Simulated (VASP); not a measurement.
# MgS (F-43m) in VASP: a series of runs

The runs below take MgS through single point, with r2SCAN.

Everything below comes from runs of VASP 6.6.1. Logs are shortened: lines on timing, memory, paths and dates and some standing lists are left out, and cuts for length are marked.

**1. The cell of the first run**

Symmetry: F-43m, No. 216, cubic system. The conventional cell has a = 5.888 Å, b = 5.888 Å, c = 5.888 Å, α = 90.00°, β = 90.00°, γ = 90.00°. Mg (site symmetry -43m) has 4 S at 2.55 Å within 3.4 Å. S (site symmetry -43m) has 4 Mg at 2.55 Å within 3.4 Å.

**2. Single point, r2SCAN (strain +4.0%)**

Contents of POSCAR:

```
MgS
1.0
    0.0000000000      2.9441119149      2.9441119149
    2.9441119149      0.0000000000      2.9441119149
    2.9441119149      2.9441119149      0.0000000000
Mg S
1 1
Direct
    0.0000000000      0.0000000000      0.0000000000
    0.2500000000      0.2500000000      0.2500000000
```

Contents of INCAR.step1:

```
ALGO = Normal ; EDIFF = 1E-5
ENCUT = 750 ; GGA = PE
GGA_COMPAT = F ; ISMEAR = 0
LASPH = T ; LCHARG = F
LREAL = F ; LWAVE = T
NBANDS = 15 ; NELM = 120
PREC = Accurate ; SIGMA = 0.01
```

Contents of INCAR.step2:

```
ALGO = Normal ; EDIFF = 1E-6
ENCUT = 750 ; GGA_COMPAT = F
ISIF = 2 ; ISMEAR = 0
ISTART = 1 ; LASPH = T
LCHARG = F ; LMIXTAU = T
LREAL = F ; LWAVE = F
METAGGA = R2SCAN ; NBANDS = 15
NELM = 120 ; PREC = Accurate
SIGMA = 0.01
```

Contents of KPOINTS:

```
k-points
0
Gamma
  8 8 8
```

Potentials or basis: VASP PAW PBE potentials, release 64 (Mg_sv, S).

On the command line:

```console
cat potpaw_PBE.64/Mg_sv/POTCAR potpaw_PBE.64/S/POTCAR > POTCAR
cp INCAR.step1 INCAR
mpirun -np 1 vasp_std > vasp.out
cp INCAR.step2 INCAR
mpirun -np 1 vasp_std > vasp.out
```

OUTCAR:

```text
EDIFF = 1E-6
   ENCUT = 750
   ISIF = 2
   ISMEAR = 0
   ISTART = 1
   LASPH = T
   LREAL = F
   METAGGA = R2SCAN
   NELM = 120
   PREC = Accurate

 ion  position               nearest neighbor table
   1  0.000  0.000  0.000-
   2  0.250  0.250  0.250-

  LATTYP: Found a face centered cubic cell.
 ALAT       =     5.8882238298

  Lattice vectors:

 A1 = (   0.0000000000,   2.9441119149,   2.9441119149)
 A2 = (   2.9441119149,   0.0000000000,   2.9441119149)
 A3 = (   2.9441119149,   2.9441119149,   0.0000000000)

Analysis of symmetry for initial positions (statically):
=====================================================================
 Subroutine PRICEL returns:
 Original cell was already a primitive cell.

 Routine SETGRP: Setting up the symmetry group for a
 face centered cubic supercell.

 Subroutine GETGRP returns: Found 24 space group operations
 (whereof 24 operations were pure point group operations)
 out of a pool of 48 trial point group operations.

The static configuration has the point symmetry T_d .

Analysis of symmetry for dynamics (positions and initial velocities):
=====================================================================
 Subroutine PRICEL returns:
 Original cell was already a primitive cell.

 Routine SETGRP: Setting up the symmetry group for a
 face centered cubic supercell.

 Subroutine GETGRP returns: Found 24 space group operations
 (whereof 24 operations were pure point group operations)
 out of a pool of 48 trial point group operations.

The dynamic configuration has the point symmetry T_d .

 Subroutine INISYM returns: Found 24 space group operations
 (whereof 24 operations are pure point group operations),
 and found     1 'primitive' translations

----------------------------------------------------------------------------------------

                                     Primitive cell

  volume of cell :      51.0379

  direct lattice vectors                    reciprocal lattice vectors
     0.000000000  2.944111915  2.944111915    -0.169830500  0.169830500  0.169830500
     2.944111915  0.000000000  2.944111915     0.169830500 -0.169830500  0.169830500
     2.944111915  2.944111915  0.000000000     0.169830500  0.169830500 -0.169830500

  length of vectors
     4.163602999  4.163602999  4.163602999     0.294155056  0.294155056  0.294155056

  position of ions in fractional coordinates (direct lattice)
     0.000000000  0.000000000  0.000000000
     0.250000000  0.250000000  0.250000000

  ion indices of the primitive-cell ions
   primitive index   ion index
                 1           1
                 2           2

----------------------------------------------------------------------------------------

 KPOINTS: k-points

Automatic generation of k-mesh.
 Grid dimensions read from file:
 generate k-points for:    8    8    8

 Generating k-lattice:

  Cartesian coordinates                     Fractional coordinates (reciprocal lattice)
    -0.021228813  0.021228813  0.021228813     0.125000000  0.000000000  0.000000000
     0.021228813 -0.021228813  0.021228813     0.000000000  0.125000000  0.000000000
     0.021228813  0.021228813 -0.021228813     0.000000000  0.000000000  0.125000000

  Length of vectors
     0.036769382  0.036769382  0.036769382

  Shift w.r.t. Gamma in fractional coordinates (k-lattice)
     0.000000000  0.000000000  0.000000000

 Subroutine IBZKPT returns following result:
 ===========================================

 Found     29 irreducible k-points:

 Following reciprocal coordinates:
            Coordinates               Weight
  0.000000  0.000000  0.000000      1.000000
  0.125000  0.000000  0.000000      8.000000
  0.250000  0.000000  0.000000      8.000000
  0.375000  0.000000  0.000000      8.000000
  0.500000  0.000000  0.000000      4.000000
  0.125000  0.125000  0.000000      6.000000
[... 16 lines left out ...]
  0.500000  0.250000  0.125000     48.000000
 -0.375000  0.250000  0.125000     24.000000
 [... further k-points ...]
   k-points           NKPTS =     29   k-points in BZ     NKDIM =     29   number of bands    NBANDS=     15
   number of dos      NEDOS =    301   number of ions     NIONS =      2
   total plane-waves  NPLWV =  64000
   dimension x,y,z NGX =    40 NGY =   40 NGZ =   40
   dimension x,y,z NGXF=    80 NGYF=   80 NGZF=   80
   ions per type =               1   1
   NGX,Y,Z   is equivalent  to a cutoff of  15.97, 15.97, 15.97 a.u.
   NGXF,Y,Z  is equivalent  to a cutoff of  31.94, 31.94, 31.94 a.u.
 SYSTEM =  unknown system
   PREC   = accura    normal or accurate (medium, high low for compatibility)
   ISTART =      1    job   : 0-new  1-cont  2-samecut
   ICHARG =      0    charge: 1-file 2-atom 10-const
   ISPIN  =      1    spin polarized calculation?
   LNONCOLLINEAR =      F non collinear calculations
   LSORBIT =      F    spin-orbit coupling
   LASPH  =      T    aspherical Exc in radial PAW
   ENCUT  =  750.0 eV  55.12 Ry    7.42 a.u.   9.30  9.30  9.30*2*pi/ulx,y,z
   NELM   =    120;   NELMIN=  2; NELMDL=  0     # of ELM steps
   EDIFF  = 0.1E-05   stopping-criterion for ELM
   LREAL  =      F    real-space projection
   EDIFFG = 0.1E-04   stopping-criterion for IOM
   NSW    =      0    number of steps for IOM
   IBRION =     -1    ionic relax: 0-MD 1-quasi-New 2-CG
   NFREE  =      0    steps in history (QN), initial steepest desc. (CG)
   ISIF   =      2    stress and relaxation
   ISYM   =      2    0-nonsym 1-usesym 2-fastsym
   POTIM  = 0.5000    time-step for ionic-motion
   TEBEG  =    0.0;   TEEND  =   0.0 temperature during run
   PSTRESS=    0.0 pullay stress
   NELECT =      16.0000    total number of electrons
   NUPDOWN=      -1.0000    fix difference up-down
   EMIN   =  10.00;   EMAX   =-10.00  energy-range for DOS
   EFERMI =   0.00;   METHOD = LEGACY
   ISMEAR =     0;   SIGMA  =   0.01  broadening in eV -4-tet -1-fermi 0-gaus
   EFERMI_NEDOS =   21; number of points for ismear=-14 and -15
   IALGO  =     38    algorithm
   IMIX   =      4    mixing-type and parameters
     AMIX     =   0.40;   BMIX     =  1.00
     AMIX_MAG =   1.60;   BMIX_MAG =  1.00
  volume/ion in A,a.u.               =      25.52       172.21
  Fermi-wavevector in a.u.,A,eV,Ry     =   1.112117  2.101597 16.827746  1.236804
  Thomas-Fermi vector in A             =   2.248688
   LORBIT       =      0    0 simple, 1 ext, 2 COOP (PROOUT), +10 PAW based schemes
   METAGGA = R2SCAN    functional components
   LHFCALC =     F    Hartree Fock is set to
   AEXX    =    0.0000 exact exchange contribution
   IVDW    =     0    specifies the selected vdW correction
   LEPSILON=     F    determine dielectric tensor
   LRPA    =     F    only Hartree local field effects (RPA)
 non-spin polarized calculation
 Gauss-broadening in eV      SIGMA  =   0.01
  energy-cutoff  :      750.00
  volume of cell :       51.04
 maximum number of plane-waves:      2421
 NGX is ok and might be reduce to    40
   NGX = 19   NGY = 19   NGZ = 19

 number of electron      16.0000005 magnetization

 Free energy of the ion-electron system (eV)
  ---------------------------------------------------
  ext. energy  EPLUGINS =         0.00000000
  ---------------------------------------------------
  free energy    TOTEN  =       -15.38218919 eV

  energy without entropy =      -15.38218919  energy(sigma->0) =      -15.38218919

 E-fermi :   0.0874     XC(G=0):  -8.4811

 val. band max:        0.0007591279   @ k =   0.0000   0.0000   0.0000
 cond. band min:       3.5556687006   @ k =   0.0000   0.0000   0.0000
 fundamental gap:      3.5549095727
 Fermi energy:         0.0874238202

 k-point     1 :       0.0000    0.0000    0.0000
  band No.  band energies     occupation
      1     -76.9834      2.00000
      2     -42.0938      2.00000
      3     -42.0938      2.00000
      4     -42.0938      2.00000
      5     -11.3727      2.00000
      6       0.0008      2.00000
      7       0.0008      2.00000
      8       0.0008      2.00000
      9       3.5557      0.00000
     10       8.3052      0.00000
     11       8.3052      0.00000
     12       8.3052      0.00000
     13      11.1967      0.00000
     14      11.1967      0.00000
     15      13.7619      0.00000

 k-point     2 :       0.1250    0.0000    0.0000
  band No.  band energies     occupation
      1     -76.9833      2.00000
      2     -42.0937      2.00000
      3     -42.0937      2.00000
      4     -42.0937      2.00000
      5     -11.3019      2.00000
      6      -0.5919      2.00000
      7      -0.0463      2.00000
      8      -0.0463      2.00000
      9       4.1677      0.00000
     10       8.0901      0.00000
     11       8.4694      0.00000
     12       8.4694      0.00000
     13      10.7513      0.00000
     14      10.7513      0.00000
     15      13.2756      0.00000

 k-point     3 :       0.2500    0.0000    0.0000
  band No.  band energies     occupation
      1     -76.9833      2.00000
      2     -42.0943      2.00000
      3     -42.0938      2.00000
      4     -42.0938      2.00000
      5     -11.1211      2.00000
      6      -1.6322      2.00000
      7      -0.1536      2.00000
      8      -0.1536      2.00000
      9       5.0671      0.00000
     10       7.9923      0.00000
     11       8.5161      0.00000
     12       8.5161      0.00000
     13      10.7813      0.00000
     14      10.7813      0.00000
     15      12.4076      0.00000
[... 343 lines left out ...]
 k-point    23 :       0.5000    0.2500    0.1250
  band No.  band energies     occupation
      1     -76.9833      2.00000
      2     -42.0948      2.00000
      3     -42.0942      2.00000
      4     -42.0940      2.00000
      5     -10.8202      2.00000
      6      -2.2587      2.00000
      7      -1.0336      2.00000
      8      -0.4819      2.00000
      9       6.2505      0.00000
     10       7.0160      0.00000
     11       8.1574      0.00000
     12       9.3311      0.00000
     13      11.0841      0.00000
     14      13.5720      0.00000
     15      14.1749      0.00000

 k-point    24 :      -0.3750    0.2500    0.1250
  band No.  band energies     occupation
      1     -76.9833      2.00000
      2     -42.0949      2.00000
      3     -42.0942      2.00000
      4     -42.0941      2.00000
      5     -10.7494      2.00000
      6      -2.4433      2.00000
      7      -1.1263      2.00000
      8      -0.5639      2.00000
      9       6.3916      0.00000
     10       6.7362      0.00000
     11       8.8588      0.00000
     12       9.1770      0.00000
     13      11.5722      0.00000
     14      13.0203      0.00000
     15      14.2152      0.00000

 [... further k-points ...]

------------------------ aborting loop because EDIFF is reached ----------------------------------------

  FORCE on cell =-STRESS in cart. coord.  units (eV):
  Direction    XX          YY          ZZ          XY          YZ          ZX
  --------------------------------------------------------------------------------------
  -------------------------------------------------------------------------------------
  Total       -1.8240043     -1.8240043     -1.8240043      0.0000000     -0.0000000     -0.0000000
  in kB      -57.2589657    -57.2589657    -57.2589657      0.0000000     -0.0000000     -0.0000000
  external PRESSURE =     -57.2589657 kB  Pullay stress =       0.0000000 kB

 VOLUME and BASIS-vectors are now :
 -----------------------------------------------------------------------------
  energy-cutoff  :      750.00
  volume of cell :       51.04
      direct lattice vectors                 reciprocal lattice vectors
     0.000000000  2.944111915  2.944111915    -0.169830500  0.169830500  0.169830500
     2.944111915  0.000000000  2.944111915     0.169830500 -0.169830500  0.169830500
     2.944111915  2.944111915  0.000000000     0.169830500  0.169830500 -0.169830500

 POSITION                                       TOTAL-FORCE (eV/Angst)
 -----------------------------------------------------------------------------------
      0.00000      0.00000      0.00000        -0.000000     -0.000000     -0.000000
      1.47206      1.47206      1.47206         0.000000      0.000000      0.000000
 -----------------------------------------------------------------------------------
    total drift:                                0.000000      0.000000     -0.000000

  FREE ENERGIE OF THE ION-ELECTRON SYSTEM (eV)
  ---------------------------------------------------
  free  energy   TOTEN  =       -15.3821891916 eV

  energy  without entropy=      -15.3821891916  energy(sigma->0) =      -15.38218919
```

Wall time 2.4 min (1 thread of AMD EPYC 9R45 (Zen 5), shared host); peak memory 0.23 GiB.

Results:

```
Free energy            : -15.3822 eV
Pressure               : -5.7 GPa
Band gap on the k mesh : 3.55 eV
```

Caveat: the cell differs from its parent crystal (strain +4.0%); the cell stands under tension; the PAW data sets were made with another functional, which shifts forces and pressure a little.

**3. Single point, r2SCAN (strain +3.0%)**

Contents of POSCAR:

```
MgS
1.0
    0.0000000000      2.9158031465      2.9158031465
    2.9158031465      0.0000000000      2.9158031465
    2.9158031465      2.9158031465      0.0000000000
Mg S
1 1
Direct
    0.0000000000      0.0000000000      0.0000000000
    0.2500000000      0.2500000000      0.2500000000
```

Contents of INCAR.step1:

```
SYSTEM = MgS
  PREC = Accurate
  ENCUT = 750
  ISMEAR = 0
  SIGMA = 0.01
  LREAL = .False.
  LASPH = .True.
  NELM = 120
  NBANDS = 15
  GGA = PE
  ALGO = Normal
  EDIFF = 1E-5
  LWAVE = .True.
  LCHARG = .False.
  GGA_COMPAT = .False.
```

Contents of INCAR.step2:

```
SYSTEM = MgS
  PREC = Accurate
  ENCUT = 750
  EDIFF = 1E-6
  ISMEAR = 0
  SIGMA = 0.01
  LREAL = .False.
  LASPH = .True.
  NELM = 120
  ALGO = Normal
  ISIF = 2
  LWAVE = .False.
  LCHARG = .False.
  METAGGA = R2SCAN
  LMIXTAU = .True.
  NBANDS = 15
  ISTART = 1
  GGA_COMPAT = .False.
```

Contents of KPOINTS:

```
Automatic mesh
0
Gamma
  8 8 8
  0 0 0
```

Potentials or basis: VASP PAW PBE potentials, release 64 (Mg_sv, S).

On the command line:

```console
cat potpaw_PBE.64/Mg_sv/POTCAR potpaw_PBE.64/S/POTCAR > POTCAR
cp INCAR.step1 INCAR
mpirun -np 1 vasp_std > vasp.out
cp INCAR.step2 INCAR
mpirun -np 1 vasp_std > vasp.out
```

Wall time 90 s (1 thread of Intel Xeon 6975P-C (Granite Rapids), shared host); peak memory 0.26 GiB.

Results (log left out):

```
Free energy            : -15.4269 eV
Pressure               : -4.6 GPa
Band gap on the k mesh : 3.70 eV
```

Levels at points of the mesh, in eV from the valence-band top:
```csv
k point,band 4,band 5,band 6,band 7,band 8,band 9,band 10,band 11,band 12,band 13
"(0.00, 0.00, 0.00)",-41.99,-11.46,0.00,0.00,0.00,3.70,8.38,8.38,8.38,11.26
"(0.50, 0.00, 0.00)",-41.99,-10.88,-2.85,-0.30,-0.30,5.49,8.09,8.09,8.80,13.15
"(0.50, 0.50, 0.00)",-41.99,-10.70,-2.56,-0.94,-0.94,4.37,6.15,11.29,12.55,12.55
```

Caveat: the cell differs from its parent crystal (strain +3.0%); the cell stands under tension; the PAW data sets were made with another functional, which shifts forces and pressure a little.

**4. Single point, r2SCAN (strain +2.0%)**

Contents of POSCAR:

```
MgS
1.0
    0.0000000000      2.8874943781      2.8874943781
    2.8874943781      0.0000000000      2.8874943781
    2.8874943781      2.8874943781      0.0000000000
Mg S
1 1
Direct
    0.0000000000      0.0000000000      0.0000000000
    0.2500000000      0.2500000000      0.2500000000
```

Contents of INCAR.step1:

```
ALGO     = Normal         # electronic algorithm
EDIFF    = 1E-5           # SCF threshold, eV
ENCUT    = 750            # plane-wave cutoff, eV
GGA      = PE             # functional
GGA_COMPAT= False        
ISMEAR   = 0              # smearing method
LASPH    = True           # aspherical terms in the spheres
LCHARG   = False          # write CHGCAR
LREAL    = False          # projectors in reciprocal space
LWAVE    = True           # write WAVECAR
NBANDS   = 15             # bands
NELM     = 120            # most SCF steps
PREC     = Accurate       # precision mode
SIGMA    = 0.01           # smearing width, eV
```

Contents of INCAR.step2:

```
ALGO     = Normal         # electronic algorithm
EDIFF    = 1E-6           # SCF threshold, eV
ENCUT    = 750            # plane-wave cutoff, eV
GGA_COMPAT= False        
ISIF     = 2              # what is computed and relaxed
ISMEAR   = 0              # smearing method
ISTART   = 1            
LASPH    = True           # aspherical terms in the spheres
LCHARG   = False          # write CHGCAR
LMIXTAU  = True         
LREAL    = False          # projectors in reciprocal space
LWAVE    = False          # write WAVECAR
METAGGA  = R2SCAN         # meta-GGA
NBANDS   = 15             # bands
NELM     = 120            # most SCF steps
PREC     = Accurate       # precision mode
SIGMA    = 0.01           # smearing width, eV
```

Contents of KPOINTS:

```
k-points
0
Gamma
  8 8 8
```

On the command line:

```console
cat potpaw_PBE.64/Mg_sv/POTCAR potpaw_PBE.64/S/POTCAR > POTCAR
cp INCAR.step1 INCAR
mpirun -np 1 vasp_std > vasp.out
cp INCAR.step2 INCAR
mpirun -np 1 vasp_std > vasp.out
```

Wall time 2.2 min (1 thread of AMD EPYC 7R43 (Zen 3), shared host); peak memory 0.19 GiB.

The run converged. Its results:

| Property | Result |
| --- | --- |
| Free energy | -15.4605 eV |
| Pressure | -3.3 GPa |
| Band gap on the k mesh | 3.84 eV |

Levels at points of the mesh, in eV from the valence-band top:
| k point | band 4 | band 5 | band 6 | band 7 | band 8 | band 9 | band 10 | band 11 | band 12 | band 13 |
| --- | --- | --- | --- | --- | --- | --- | --- | --- | --- | --- |
| (0.00, 0.00, 0.00) | -41.88 | -11.54 | 0.00 | 0.00 | 0.00 | 3.84 | 8.46 | 8.46 | 8.46 | 11.33 |
| (0.50, 0.00, 0.00) | -41.88 | -10.93 | -2.94 | -0.31 | -0.31 | 5.60 | 8.13 | 8.13 | 8.96 | 13.38 |
| (0.50, 0.50, 0.00) | -41.88 | -10.73 | -2.64 | -0.98 | -0.98 | 4.35 | 6.20 | 11.57 | 12.80 | 12.80 |

Caveat: the cell differs from its parent crystal (strain +2.0%); the cell stands under tension; the PAW data sets were made with another functional, which shifts forces and pressure a little.

**5. Overview**

```csv
cell,gap on the mesh (eV),pressure (GPa)
"a = 4.164 Å, angles 60.0°, 2 atoms",3.55,-5.7
"a = 4.124 Å, angles 60.0°, 2 atoms",3.70,-4.6
"a = 4.084 Å, angles 60.0°, 2 atoms",3.84,-3.3
```

Alike in all rows: task single point; level r2SCAN; potentials or basis VASP PAW PBE potentials, release 64 (Mg_sv, S); no spin polarisation; k mesh 8 × 8 × 8; cutoff (eV) 750; smearing gaussian 0.01 eV.

Caveats: the cell stands under tension; the PAW data sets were made with another functional, which shifts forces and pressure a little.

Total energies depend on the potentials used, so only differences within one code and one set of settings carry meaning.
